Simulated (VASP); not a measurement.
# Al in VASP: notebook

Runs on Al. Level: LDA. Tasks: single point.

Program: VASP 6.6.1. These are calculated values, not measurements. Logs are shortened: lines on timing, memory, paths and dates and some standing lists are left out, and cuts for length are marked.

### Step 1. The cell of the first run

The cell holds a slab with vacuum, 5 atoms: a = 2.817 Å, b = 2.817 Å, c = 23.967 Å, α = 90.00°, β = 90.00°, γ = 90.00°.

### Step 2. Single point, LDA

INCAR reads:

```
SYSTEM = Al
PREC     = Accurate       ! precision mode
ENCUT    = 520            ! plane-wave cutoff, eV
EDIFF    = 1E-7           ! SCF threshold, eV
ISMEAR   = -1             ! smearing method
SIGMA    = 0.08           ! smearing width, eV
LREAL    = .False.        ! projectors in reciprocal space
LASPH    = .True.         ! aspherical terms in the spheres
NELM     = 60             ! most SCF steps
ALGO     = Normal         ! electronic algorithm
ISIF     = 2              ! what is computed and relaxed
LWAVE    = .False.        ! write WAVECAR
LCHARG   = .True.         ! write CHGCAR
LDIPOL   = .True.       
IDIPOL   = 3            
DIPOL    = 0.5 0.5 0.500
GGA      = CA             ! functional
LELF     = .True.         ! ELF
LVHAR    = .True.       
LVACPOTAV= .True.       
NBANDS   = 16             ! bands
```

KPOINTS reads:

```
regular mesh
0
Gamma
  14 14 1
  0 0 0
```

POSCAR reads:

```
Al
1.0
    2.8168288156      0.0000000000      0.0000000000
    0.0000000000      2.8168288156      0.0000000000
    0.0000000000      0.0000000000     23.9672000000
Al
5
Direct
    0.0000000000      0.0000000000      0.3337896162
    0.5000000000      0.5000000000      0.4168948079
    0.0000000000      0.0000000000      0.5000000000
    0.5000000000      0.5000000000      0.5831051921
    0.0000000000      0.0000000000      0.6662103838
```

Potentials or basis: VASP PAW LDA potentials, release 64 (Al).

The run is started by

```console
$ cat potpaw_LDA.64/Al/POTCAR > POTCAR
$ mpirun -np 1 vasp_std > vasp.out
```

OUTCAR:

```text
SYSTEM = Al
   PREC = Accurate
   ENCUT = 520
   EDIFF = 1E-7
   ISMEAR = -1
   LREAL = .False.
   LASPH = .True.
   NELM = 60
   ISIF = 2
   GGA = CA

 ion  position               nearest neighbor table
   1  0.000  0.000  0.334-   2 2.82   2 2.82   2 2.82   2 2.82
   2  0.500  0.500  0.417-   1 2.82   1 2.82   1 2.82   1 2.82   3 2.82   3 2.82   3 2.82   3 2.82

   3  0.000  0.000  0.500-   2 2.82   4 2.82   2 2.82   4 2.82   2 2.82   4 2.82   2 2.82   4 2.82

   4  0.500  0.500  0.583-   5 2.82   5 2.82   5 2.82   5 2.82   3 2.82   3 2.82   3 2.82   3 2.82

   5  0.000  0.000  0.666-   4 2.82   4 2.82   4 2.82   4 2.82

  LATTYP: Found a simple tetragonal cell.
 ALAT       =     2.8168288156
 C/A-ratio  =     8.5085752699

  Lattice vectors:

 A1 = (   2.8168288156,   0.0000000000,   0.0000000000)
 A2 = (   0.0000000000,   2.8168288156,   0.0000000000)
 A3 = (   0.0000000000,   0.0000000000,  23.9672000000)

Analysis of symmetry for initial positions (statically):
=====================================================================
 Subroutine PRICEL returns:
 Original cell was already a primitive cell.

 Routine SETGRP: Setting up the symmetry group for a
 simple tetragonal supercell.

 Subroutine GETGRP returns: Found 16 space group operations
 (whereof 16 operations were pure point group operations)
 out of a pool of 16 trial point group operations.

The static configuration has the point symmetry D_4h.

Analysis of symmetry for dynamics (positions and initial velocities):
=====================================================================
 Subroutine PRICEL returns:
 Original cell was already a primitive cell.

 Routine SETGRP: Setting up the symmetry group for a
 simple tetragonal supercell.

 Subroutine GETGRP returns: Found 16 space group operations
 (whereof 16 operations were pure point group operations)
 out of a pool of 16 trial point group operations.

The dynamic configuration has the point symmetry D_4h.

 Subroutine INISYM returns: Found 16 space group operations
 (whereof 16 operations are pure point group operations),
 and found     1 'primitive' translations

----------------------------------------------------------------------------------------

                                     Primitive cell

  volume of cell :     190.1683

  direct lattice vectors                    reciprocal lattice vectors
     2.816828816  0.000000000  0.000000000     0.355009149  0.000000000  0.000000000
     0.000000000  2.816828816  0.000000000     0.000000000  0.355009149  0.000000000
     0.000000000  0.000000000 23.967200000     0.000000000  0.000000000  0.041723689

  length of vectors
     2.816828816  2.816828816 23.967200000     0.355009149  0.355009149  0.041723689

  position of ions in fractional coordinates (direct lattice)
     0.000000000  0.000000000  0.333789616
     0.500000000  0.500000000  0.416894808
     0.000000000  0.000000000  0.500000000
     0.500000000  0.500000000  0.583105192
     0.000000000  0.000000000  0.666210384

  ion indices of the primitive-cell ions
   primitive index   ion index
                 1           1
                 2           2
                 3           3
                 4           4
                 5           5

----------------------------------------------------------------------------------------

 KPOINTS: regular mesh

Automatic generation of k-mesh.
 Grid dimensions read from file:
 generate k-points for:   14   14    1

 Generating k-lattice:

  Cartesian coordinates                     Fractional coordinates (reciprocal lattice)
     0.025357796  0.000000000  0.000000000     0.071428571  0.000000000  0.000000000
     0.000000000  0.025357796  0.000000000     0.000000000  0.071428571  0.000000000
     0.000000000  0.000000000  0.041723689     0.000000000  0.000000000  1.000000000

  Length of vectors
     0.025357796  0.025357796  0.041723689

  Shift w.r.t. Gamma in fractional coordinates (k-lattice)
     0.000000000  0.000000000  0.000000000

 Subroutine IBZKPT returns following result:
 ===========================================

 Found     36 irreducible k-points:

 Following reciprocal coordinates:
            Coordinates               Weight
  0.000000  0.000000  0.000000      1.000000
  0.071429  0.000000  0.000000      4.000000
  0.142857  0.000000  0.000000      4.000000
  0.214286  0.000000  0.000000      4.000000
  0.285714  0.000000  0.000000      4.000000
  0.357143  0.000000  0.000000      4.000000
[... 16 lines left out ...]
  0.285714  0.214286  0.000000      8.000000
  0.357143  0.214286  0.000000      8.000000
 [... further k-points ...]
   k-points           NKPTS =     36   k-points in BZ     NKDIM =     36   number of bands    NBANDS=     16
   number of dos      NEDOS =    301   number of ions     NIONS =      5
   total plane-waves  NPLWV = 103680
   dimension x,y,z NGX =    24 NGY =   24 NGZ =  180
   dimension x,y,z NGXF=    48 NGYF=   48 NGZF=  360
   ions per type =               5
   NGX,Y,Z   is equivalent  to a cutoff of  14.16, 14.16, 12.49 a.u.
   NGXF,Y,Z  is equivalent  to a cutoff of  28.33, 28.33, 24.97 a.u.
 SYSTEM =  Al
   PREC   = accura    normal or accurate (medium, high low for compatibility)
   ISTART =      0    job   : 0-new  1-cont  2-samecut
   ICHARG =      2    charge: 1-file 2-atom 10-const
   ISPIN  =      1    spin polarized calculation?
   LNONCOLLINEAR =      F non collinear calculations
   LSORBIT =      F    spin-orbit coupling
   LASPH  =      T    aspherical Exc in radial PAW
   ENCUT  =  520.0 eV  38.22 Ry    6.18 a.u.   5.24  5.24 44.56*2*pi/ulx,y,z
   NELM   =     60;   NELMIN=  2; NELMDL= -5     # of ELM steps
   EDIFF  = 0.1E-06   stopping-criterion for ELM
   LREAL  =      F    real-space projection
   EDIFFG = 0.1E-05   stopping-criterion for IOM
   NSW    =      0    number of steps for IOM
   IBRION =     -1    ionic relax: 0-MD 1-quasi-New 2-CG
   NFREE  =      0    steps in history (QN), initial steepest desc. (CG)
   ISIF   =      2    stress and relaxation
   ISYM   =      2    0-nonsym 1-usesym 2-fastsym
   POTIM  = 0.5000    time-step for ionic-motion
   TEBEG  =    0.0;   TEEND  =   0.0 temperature during run
   PSTRESS=    0.0 pullay stress
   NELECT =      15.0000    total number of electrons
   NUPDOWN=      -1.0000    fix difference up-down
   EMIN   =  10.00;   EMAX   =-10.00  energy-range for DOS
   EFERMI =   0.00;   METHOD = LEGACY
   ISMEAR =    -1;   SIGMA  =   0.08  broadening in eV -4-tet -1-fermi 0-gaus
   EFERMI_NEDOS =   21; number of points for ismear=-14 and -15
   IALGO  =     38    algorithm
   IMIX   =      4    mixing-type and parameters
     AMIX     =   0.40;   BMIX     =  1.00
     AMIX_MAG =   1.60;   BMIX_MAG =  1.00
  volume/ion in A,a.u.               =      38.03       256.66
  Fermi-wavevector in a.u.,A,eV,Ry     =   0.702090  1.326757  6.706716  0.492930
  Thomas-Fermi vector in A             =   1.786694
   LORBIT       =      0    0 simple, 1 ext, 2 COOP (PROOUT), +10 PAW based schemes
   GGA     = CA    functional components
   LHFCALC =     F    Hartree Fock is set to
   AEXX    =    0.0000 exact exchange contribution
   IVDW    =     0    specifies the selected vdW correction
   LEPSILON=     F    determine dielectric tensor
   LRPA    =     F    only Hartree local field effects (RPA)
 non-spin polarized calculation
  energy-cutoff  :      520.00
  volume of cell :      190.17
 maximum number of plane-waves:      5185
 NGX is ok and might be reduce to    24
   NGX = 11   NGY = 11   NGZ = 89

 dipolmoment           0.000000      0.000000      0.000000 electrons x Angstroem

 number of electron      15.0000000 magnetization

 dipolmoment           0.000000      0.000000     -0.000000 electrons x Angstroem

 Free energy of the ion-electron system (eV)
  ---------------------------------------------------
  ext. energy  EPLUGINS =         0.00000000
  ---------------------------------------------------
  free energy    TOTEN  =       -19.89327928 eV

  energy without entropy =      -19.84309462  energy(sigma->0) =      -19.86818695

 E-fermi :   0.8713     XC(G=0):  -5.2179

 val. band max:        0.8593378323   @ k =   0.3571   0.0000   0.0000
 cond. band min:       0.8725736882   @ k =   0.2143   0.0714   0.0000
 fundamental gap:      0.0132358558
 Fermi energy:         0.8713235731

 k-point     1 :       0.0000    0.0000    0.0000
  band No.  band energies     occupation
      1     -10.1773      2.00000
      2      -9.2199      2.00000
      3      -7.6860      2.00000
      4      -5.6550      2.00000
      5      -3.1436      2.00000
      6      -1.2673      2.00000
[... 8 lines left out ...]
     15       7.4237      0.00000
     16       7.7409      0.00000

 k-point     2 :       0.0714    0.0000    0.0000
  band No.  band energies     occupation
      1     -10.0826      2.00000
      2      -9.1257      2.00000
      3      -7.5927      2.00000
      4      -5.5627      2.00000
      5      -3.0517      2.00000
      6      -1.1796      2.00000
[... 8 lines left out ...]
     15       7.0892      0.00000
     16       7.8215      0.00000

 k-point     3 :       0.1429    0.0000    0.0000
  band No.  band energies     occupation
      1      -9.7988      2.00000
      2      -8.8437      2.00000
      3      -7.3132      2.00000
      4      -5.2861      2.00000
      5      -2.7769      2.00000
      6      -0.9168      2.00000
[... 8 lines left out ...]
     15       7.0238      0.00000
     16       7.2351      0.00000

 k-point     4 :       0.2143    0.0000    0.0000
  band No.  band energies     occupation
      1      -9.3272      2.00000
      2      -8.3750      2.00000
      3      -6.8487      2.00000
      4      -4.8266      2.00000
      5      -2.3219      2.00000
      6      -0.4808      2.00000
[... 8 lines left out ...]
     15       6.8790      0.00000
     16       7.5590      0.00000

 k-point     5 :       0.2857    0.0000    0.0000
  band No.  band energies     occupation
      1      -8.6698      2.00000
      2      -7.7215      2.00000
      3      -6.2012      2.00000
      4      -4.1861      2.00000
      5      -1.7070      2.00000
      6      -0.9979      2.00000
[... 8 lines left out ...]
     15       7.3667      0.00000
     16       7.5420      0.00000

 k-point     6 :       0.3571    0.0000    0.0000
  band No.  band energies     occupation
      1      -7.8292      2.00000
      2      -6.8860      2.00000
      3      -5.3735      2.00000
      4      -3.3688      2.00000
      5      -2.7182      2.00000
      6      -1.7921      2.00000
[... 8 lines left out ...]
     15       7.3472      0.00000
     16       8.3920      0.00000
[... 267 lines left out ...]
 k-point    21 :       0.5000    0.1429    0.0000
  band No.  band energies     occupation
      1      -5.2670      2.00000
      2      -5.2323      2.00000
      3      -4.4003      2.00000
      4      -4.2362      2.00000
      5      -2.8628      2.00000
      6      -2.7911      2.00000
[... 8 lines left out ...]
     15       7.3718      0.00000
     16       7.5156      0.00000

 k-point    22 :       0.2143    0.2143    0.0000
  band No.  band energies     occupation
      1      -8.4825      2.00000
      2      -7.5353      2.00000
      3      -6.0165      2.00000
      4      -4.0033      2.00000
      5      -1.5067      2.00000
      6       0.3064      1.99829
[... 8 lines left out ...]
     15       5.6581      0.00000
     16       6.6863      0.00000

 k-point    23 :       0.2857    0.2143    0.0000
  band No.  band energies     occupation
      1      -7.8293      2.00000
      2      -6.8860      2.00000
      3      -5.3731      2.00000
      4      -3.3673      2.00000
      5      -0.8982      2.00000
      6      -0.3203      2.00000
[... 8 lines left out ...]
     15       6.2574      0.00000
     16       6.3858      0.00000

 k-point    24 :       0.3571    0.2143    0.0000
  band No.  band energies     occupation
      1      -6.9944      2.00000
      2      -6.0561      2.00000
      3      -4.5511      2.00000
      4      -2.5564      2.00000
      5      -1.9482      2.00000
      6      -1.0280      2.00000
[... 8 lines left out ...]
     15       5.7361      0.00000
     16       6.6024      0.00000

 [... further k-points ...]

------------------------ aborting loop because EDIFF is reached ----------------------------------------

  FORCE on cell =-STRESS in cart. coord.  units (eV):
  Direction    XX          YY          ZZ          XY          YZ          ZX
  --------------------------------------------------------------------------------------
  -------------------------------------------------------------------------------------
  Total       -1.6823723     -1.6823723      0.6311009      0.0000000      0.0000000      0.0000000
  in kB      -14.1740667    -14.1740667      5.3170555      0.0000000      0.0000000      0.0000000
  external PRESSURE =      -7.6770260 kB  Pullay stress =       0.0000000 kB

 VOLUME and BASIS-vectors are now :
 -----------------------------------------------------------------------------
  energy-cutoff  :      520.00
  volume of cell :      190.17
      direct lattice vectors                 reciprocal lattice vectors
     2.816828816  0.000000000  0.000000000     0.355009149  0.000000000  0.000000000
     0.000000000  2.816828816  0.000000000     0.000000000  0.355009149  0.000000000
     0.000000000  0.000000000 23.967200000     0.000000000  0.000000000  0.041723689

 POSITION                                       TOTAL-FORCE (eV/Angst)
 -----------------------------------------------------------------------------------
      0.00000      0.00000      8.00000         0.000000      0.000000     -0.079131
      1.40841      1.40841      9.99180         0.000000     -0.000000     -0.001017
      0.00000      0.00000     11.98360         0.000000      0.000000      0.000000
      1.40841      1.40841     13.97540         0.000000     -0.000000      0.001017
      0.00000      0.00000     15.96720         0.000000     -0.000000      0.079131
 -----------------------------------------------------------------------------------
    total drift:                               -0.000000     -0.000000      0.000000

  FREE ENERGIE OF THE ION-ELECTRON SYSTEM (eV)
  ---------------------------------------------------
  free  energy   TOTEN  =       -19.8932792790 eV

  energy  without entropy=      -19.8430946214  energy(sigma->0) =      -19.86818695

 vacuum level on the upper side and lower side of the slab         5.330         5.330
```

It took 5.3 min on 1 thread of Intel Xeon 8259CL, shared host; peak memory 0.27 GiB.

What came out:

* Free energy: -19.8933 eV
* Largest force: 0.079 eV/Å
* Band gap on the k mesh: zero (an odd number of electrons rules out a gap without spin polarisation)

Forces on the atoms (eV/Å):
```
Al   0.000  0.000 -0.079
Al   0.000  0.000 -0.001
Al   0.000  0.000  0.000
Al   0.000  0.000  0.001
Al   0.000  0.000  0.079
```

### Step 3. Single point, LDA

INCAR reads:

```
PREC = Accurate
ENCUT = 520
EDIFF = 1E-6
ISMEAR = -1
SIGMA = 0.08
LREAL = False
LASPH = True
NELM = 80
ALGO = Normal
ISIF = 2
LWAVE = False
LCHARG = False
LDIPOL = True
IDIPOL = 3
DIPOL = 0.5 0.5 0.500
GGA = CA
NBANDS = 16
```

KPOINTS reads:

```
regular mesh
0
Gamma
  14 14 1
```

POSCAR reads:

```
Al
1.0
    2.8168288156      0.0000000000      0.0000000000
    0.0000000000      2.8168288156      0.0000000000
    0.0000000000      0.0000000000     23.9672000000
Al
5
Direct
    0.0000000000      0.0000000000      0.3311100831
    0.5000000000      0.5000000000      0.4153402534
    0.0000000000      0.0000000000      0.4999999926
    0.5000000000      0.5000000000      0.5846597345
    0.0000000000      0.0000000000      0.6688899364
```

Potentials or basis: VASP PAW LDA potentials, release 64 (Al).

The run is started by

```console
$ cat potpaw_LDA.64/Al/POTCAR > POTCAR
$ mpirun -np 1 vasp_std > vasp.out
```

Run time: 4 min. Hardware: 1 thread of Intel Xeon 8259CL, shared host; peak memory 0.27 GiB.

Results (log left out):

```
Free energy            : -19.8986 eV
Largest force          : 0.006 eV/Å
Band gap on the k mesh : zero (an odd number of electrons rules out a gap without spin polarisation)
```

Forces on the atoms (eV/Å):
```
Al   0.000  0.000 -0.006
Al   0.000  0.000  0.004
Al   0.000  0.000  0.000
Al   0.000  0.000 -0.004
Al   0.000  0.000  0.006
```

Levels at points of the mesh, in eV from the Fermi level:
```
           k point  band 6  band 7  band 8  band 9  band 10  band 11
(0.00, 0.00, 0.00)   -2.22    0.85    2.98    4.06     5.09     5.11
(0.50, 0.00, 0.00)   -4.02   -2.24   -1.95    0.02     0.71     1.74
(0.50, 0.50, 0.00)   -1.14   -0.48   -0.35   -0.35    -0.01     1.02
```

[end of part 1 of 2]
